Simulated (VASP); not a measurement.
# Na4TiO3 (C2) in VASP: relaxation of shape and atoms at fixed volume with PBE

Aim: the relaxation of shape and atoms at fixed volume of Na4TiO3 with PBE.

Program: VASP 6.6.1. These are calculated values, not measurements. Logs are shortened: lines on timing, memory, paths and dates and some standing lists are left out, and cuts for length are marked.

### 1 The cell of the first run

Symmetry: C2, No. 5, monoclinic system. The conventional cell has a = 5.484 Å, b = 5.385 Å, c = 7.521 Å, α = 90.00°, β = 96.07°, γ = 90.00°. Na (site symmetry 1) has 3 O at 2.11 to 2.85 Å and 3 Na at 2.64 to 2.72 Å within 2.9 Å. Within 3.3 Å of Na (site symmetry 1) lie 5 O at 2.29 to 2.81 Å and 4 Na at 2.68 to 3.25 Å and 4 Ti at 3.00 to 3.28 Å. Ti (site symmetry 2) has 4 O at 1.93 to 1.96 Å within 2.6 Å. Within 2.6 Å of O (site symmetry 1) lie 2 Ti at 1.93 to 1.96 Å and 3 Na at 2.29 to 2.50 Å. Within 2.8 Å of O (site symmetry 2) lie 6 Na at 2.11 to 2.34 Å.

### 2 Relaxation of shape and atoms at fixed volume, PBE (13.81 Å³/atom)

INCAR

```
SYSTEM = Na4TiO3
PREC = Accurate
ENCUT = 600
EDIFF = 1E-6
ISMEAR = 0
SIGMA = 0.1
LREAL = .FALSE.
LASPH = .TRUE.
NELM = 60
ALGO = Normal
ISIF = 4
LWAVE = .FALSE.
LCHARG = .FALSE.
GGA = PE
IBRION = 2
NSW = 50
EDIFFG = -0.01
```

KPOINTS

```
Automatic mesh
0
G
  8 8 4
  0 0 0
```

POSCAR

```
Na4TiO3
1.0
    2.7420802870     -2.6927167937      0.0172767435
    2.7420802870      2.6927167937      0.0172767435
   -0.8420505861      0.0000000000      7.4741203243
Na Ti O
4 1 3
Direct
    0.0327984079      0.3189032662      0.8929690429
    0.6810967338      0.9672015921      0.1070309571
    0.4921431636      0.6225507415      0.7048407691
    0.3774492585      0.5078568364      0.2951592309
    0.9564598311      0.0435401689      0.5000000000
    0.9678011252      0.5450035675      0.5392024168
    0.4549964325      0.0321988748      0.4607975832
    0.5368644905      0.4631355095      0.0000000000
```

Potentials or basis: VASP PAW PBE potentials, release 64 (Na_pv, Ti_sv, O).

Launch:

```bash
> cat potpaw_PBE.64/Na_pv/POTCAR potpaw_PBE.64/Ti_sv/POTCAR potpaw_PBE.64/O/POTCAR > POTCAR
> mpirun -np 1 vasp_std > vasp.out
```

OUTCAR:

```text
SYSTEM = Na4TiO3
   PREC = Accurate
   ENCUT = 600
   EDIFF = 1E-6
   ISMEAR = 0
   LREAL = .FALSE.
   LASPH = .TRUE.
   NELM = 60
   ISIF = 4
   GGA = PE
   IBRION = 2
   NSW = 50
   EDIFFG = -0.01

 ion  position               nearest neighbor table
   1  0.033  0.319  0.893-   8 2.11   8 2.17   2 2.64   3 2.68   3 2.72
   2  0.681  0.967  0.107-   8 2.11   8 2.17   1 2.64   4 2.68   4 2.72
   3  0.492  0.623  0.705-   6 2.29   6 2.30   8 2.34   1 2.68   1 2.72
   4  0.377  0.508  0.295-   7 2.29   7 2.30   8 2.34   2 2.68   2 2.72
   5  0.956  0.044  0.500-   6 1.93   7 1.93   7 1.96   6 1.96
   6  0.968  0.545  0.539-   5 1.93   5 1.96   3 2.29   3 2.30
   7  0.455  0.032  0.461-   5 1.93   5 1.96   4 2.29   4 2.30
   8  0.537  0.463  0.000-   2 2.11   1 2.11   2 2.17   1 2.17   4 2.34   3 2.34

  LATTYP: Found a base centered monoclinic cell.
 ALAT       =     5.4842694267
 B/A-ratio  =     0.9819783035
 C/A-ratio  =     1.3714505602
 COS(beta)  =    -0.1056908186

  Lattice vectors:

 A1 = (   2.7420802870,  -2.6927167937,   0.0172767435)
 A2 = (   2.7420802870,   2.6927167937,   0.0172767435)
 A3 = (  -0.8420505861,   0.0000000000,   7.4741203243)

Analysis of symmetry for initial positions (statically):
=====================================================================
 Subroutine PRICEL returns:
 Original cell was already a primitive cell.

 Routine SETGRP: Setting up the symmetry group for a
 base centered monoclinic supercell.

 Subroutine GETGRP returns: Found  2 space group operations
 (whereof  2 operations were pure point group operations)
 out of a pool of  4 trial point group operations.

The static configuration has the point symmetry C_2 .

Analysis of symmetry for dynamics (positions and initial velocities):
=====================================================================
 Subroutine PRICEL returns:
 Original cell was already a primitive cell.

 Routine SETGRP: Setting up the symmetry group for a
 base centered monoclinic supercell.

 Subroutine GETGRP returns: Found  2 space group operations
 (whereof  2 operations were pure point group operations)
 out of a pool of  4 trial point group operations.

The dynamic configuration has the point symmetry C_2 .

 Subroutine INISYM returns: Found  2 space group operations
 (whereof  2 operations are pure point group operations),
 and found     1 'primitive' translations

----------------------------------------------------------------------------------------

                                     Primitive cell
[... 121 lines left out ...]
   IMIX   =      4    mixing-type and parameters
     AMIX     =   0.40;   BMIX     =  1.00
     AMIX_MAG =   1.60;   BMIX_MAG =  1.00
  volume/ion in A,a.u.               =      13.81        93.17
  Fermi-wavevector in a.u.,A,eV,Ry     =   1.320772  2.495897 23.734523  1.744438
  Thomas-Fermi vector in A             =   2.450574
   LORBIT       =      0    0 simple, 1 ext, 2 COOP (PROOUT), +10 PAW based schemes
   GGA     = PE    functional components
   LHFCALC =     F    Hartree Fock is set to
   AEXX    =    0.0000 exact exchange contribution
   IVDW    =     0    specifies the selected vdW correction
   LEPSILON=     F    determine dielectric tensor
   LRPA    =     F    only Hartree local field effects (RPA)
 conjugate gradient relaxation of ions
 non-spin polarized calculation
 Gauss-broadening in eV      SIGMA  =   0.10
  energy-cutoff  :      600.00
  volume of cell :      110.45
 maximum number of plane-waves:      3701
   NGX = 15   NGY = 15   NGZ = 29

--------------------------------------- Ionic step        1  -------------------------------------------

 number of electron      57.9999999 magnetization

 Free energy of the ion-electron system (eV)
  ---------------------------------------------------
  ext. energy  EPLUGINS =         0.00000000
  ---------------------------------------------------
  free energy    TOTEN  =       -39.71622043 eV

  energy without entropy =      -39.71559662  energy(sigma->0) =      -39.71590853

------------------------ aborting loop because EDIFF is reached ----------------------------------------

  FORCE on cell =-STRESS in cart. coord.  units (eV):
  Direction    XX          YY          ZZ          XY          YZ          ZX
  --------------------------------------------------------------------------------------
  -------------------------------------------------------------------------------------
  Total        6.2078627      6.0718679      4.7162787      0.0000000      0.0000000      0.0820953
  in kB       90.0499728     88.0772609     68.4133649      0.0000000      0.0000000      1.1908572
  external PRESSURE =      82.1801995 kB  Pullay stress =       0.0000000 kB
[... 107 lines left out ...]
  FREE ENERGIE OF THE ION-ELECTRON SYSTEM (eV)
  ---------------------------------------------------
  free  energy   TOTEN  =       -39.7278008195 eV

  energy  without entropy=      -39.7274310733  energy(sigma->0) =      -39.72761595

[... ionic steps 4 to 8 ...]

--------------------------------------- Ionic step        9  -------------------------------------------

 number of electron      58.0000001 magnetization

------------------------ aborting loop because EDIFF is reached ----------------------------------------
[... 79 lines left out ...]
--------------------------------------- Ionic step       11  -------------------------------------------

 number of electron      57.9999999 magnetization

 Free energy of the ion-electron system (eV)
  ---------------------------------------------------
  ext. energy  EPLUGINS =         0.00000000
  ---------------------------------------------------
  free energy    TOTEN  =       -39.72906852 eV

  energy without entropy =      -39.72868525  energy(sigma->0) =      -39.72887689

 E-fermi :   3.8081     XC(G=0):  -9.4678

 val. band max:        3.7233225401   @ k =   0.5000   0.5000   0.5000
 cond. band min:       3.8689327089   @ k =  -0.0000  -0.0000   0.5000
 fundamental gap:      0.1456101687
 Fermi energy:         3.8080640301

 k-point     1 :       0.0000    0.0000    0.0000
  band No.  band energies     occupation
      1     -53.8662      2.00000
      2     -30.2962      2.00000
      3     -30.2720      2.00000
      4     -29.8772      2.00000
      5     -20.2494      2.00000
      6     -20.1763      2.00000
[... 877 lines left out ...]
     33       5.3309      0.00000
     34       6.7573      0.00000

 [... further k-points ...]
[... 5 lines left out ...]
  --------------------------------------------------------------------------------------
  -------------------------------------------------------------------------------------
  Total        4.9753543      5.0692577      5.0425690      0.0000000      0.0000000     -0.0128345
  in kB       72.1714608     73.5336047     73.1464639      0.0000000      0.0000000     -0.1861748
  external PRESSURE =      72.9505098 kB  Pullay stress =       0.0000000 kB
[... 23 lines left out ...]
  FREE ENERGIE OF THE ION-ELECTRON SYSTEM (eV)
  ---------------------------------------------------
  free  energy   TOTEN  =       -39.7290685203 eV

  energy  without entropy=      -39.7286852547  energy(sigma->0) =      -39.72887689

 reached required accuracy - stopping structural energy minimisation
```

OSZICAR:

```text
N       E                     dE             d eps       ncg     rms          rms(c)
DAV:   1     0.840466383398E+03    0.84047E+03   -0.33354E+04  5304   0.238E+03
DAV:   2     0.979901565845E+02   -0.74248E+03   -0.72945E+03  5402   0.643E+02
DAV:   3    -0.416251903103E+02   -0.13962E+03   -0.13740E+03  7680   0.241E+02
[... 86 lines left out ...]
DAV:   1    -0.397287275596E+02    0.29504E-03   -0.16636E-01  5350   0.292E+00    0.775E-02
DAV:   2    -0.397290913935E+02   -0.36383E-03   -0.42170E-03  5368   0.528E-01    0.481E-02
DAV:   3    -0.397290763594E+02    0.15034E-04   -0.16801E-04  7714   0.992E-02    0.245E-02
DAV:   4    -0.397290689002E+02    0.74593E-05   -0.23759E-05  6270   0.420E-02    0.764E-03
DAV:   5    -0.397290685203E+02    0.37989E-06   -0.67105E-06  5910   0.225E-02
  11 F= -.39729069E+02 E0= -.39728877E+02  d E =-.168152E-03
```

CONTCAR:

```text
Na4TiO3
   1.00000000000000
     2.7622058580676208   -2.7030329544614626    0.0254389665477995
     2.7622058580676208    2.7030329544614626    0.0254389665477995
    -0.8257819484777478    0.0000000000000000    7.3889877612443611
  Na              Ti              O
     4     1     3
Direct
     0.0329936564795316    0.3158705380506367    0.8908204479334488
     0.6841294619493634    0.9670063435204683    0.1091795520665512
     0.4923496708156060    0.6285330535414571    0.7068330573335136
     0.3714669464585431    0.5076503291843939    0.2931669426664865
     0.9574139168694005    0.0425860831305994    0.5000000000000000
     0.9690586732749614    0.5442478746389120    0.5415490831337645
     0.4557521253610879    0.0309413267250386    0.4584509168662356
     0.5364449918915051    0.4635550081084951    0.0000000000000000

  0.00000000E+00  0.00000000E+00  0.00000000E+00
  0.00000000E+00  0.00000000E+00  0.00000000E+00
  0.00000000E+00  0.00000000E+00  0.00000000E+00
  0.00000000E+00  0.00000000E+00  0.00000000E+00
  0.00000000E+00  0.00000000E+00  0.00000000E+00
  0.00000000E+00  0.00000000E+00  0.00000000E+00
  0.00000000E+00  0.00000000E+00  0.00000000E+00
  0.00000000E+00  0.00000000E+00  0.00000000E+00
```

Run time: 41 min. Hardware: 1 thread of Oxide Virtual Turin-like, shared host; peak memory 0.42 GiB.

Results:

| Property | Result |
| --- | --- |
| Free energy | -39.7291 eV |
| Energy gained by relaxing | 1.6 meV/atom |
| Ionic steps | 11 |
| Pressure after relaxing | 7.3 GPa |
| Largest force after relaxing | 0.006 eV/Å |
| Band gap on the k mesh | 0.15 eV (least direct gap 0.44 eV) |

Forces in eV/Å, atoms in the order of the input:
```
Na  -0.001 -0.001  0.000
Na   0.001 -0.001  0.000
Na   0.000  0.000  0.005
Na   0.000  0.000 -0.005
Ti   0.000 -0.006  0.000
O    0.003  0.005  0.002
O   -0.003  0.005 -0.002
O    0.000 -0.001  0.000
```

Step by step:
| step | energy change (eV) | largest force (eV/Å) | pressure (GPa) | volume (Å³) |
| --- | --- | --- | --- | --- |
| 1 | 0.0000 | 0.1068 | 8.22 | 110.45 |
| 2 | -0.0082 | 0.0612 | 7.83 | 110.45 |
| 3 | -0.0116 | 0.0546 | 7.39 | 110.45 |
| 4 | -0.0120 | 0.0301 | 7.38 | 110.45 |
| 5 | -0.0121 | 0.0276 | 7.36 | 110.45 |
| 6 | -0.0123 | 0.0218 | 7.36 | 110.45 |
| 7 | -0.0125 | 0.0167 | 7.36 | 110.45 |
| 8 | -0.0127 | 0.0138 | 7.33 | 110.45 |
| 9 | -0.0127 | 0.0183 | 7.33 | 110.45 |
| 10 | -0.0128 | 0.0102 | 7.31 | 110.45 |
| 11 | -0.0128 | 0.0064 | 7.30 | 110.45 |

Final structure:
```
Na Ti O
1.0
     2.76221   -2.70303    0.02544
     2.76221    2.70303    0.02544
    -0.82578    0.00000    7.38899
Na Ti O
4 1 3
Direct
  0.03299 0.31587 0.89082
  0.68413 0.96701 0.10918
  0.49235 0.62853 0.70683
  0.37147 0.50765 0.29317
  0.95741 0.04259 0.50000
  0.96906 0.54425 0.54155
  0.45575 0.03094 0.45845
  0.53644 0.46355 0.00000
```

Caveat: semilocal functionals underestimate gaps, and a narrow one can read as zero.
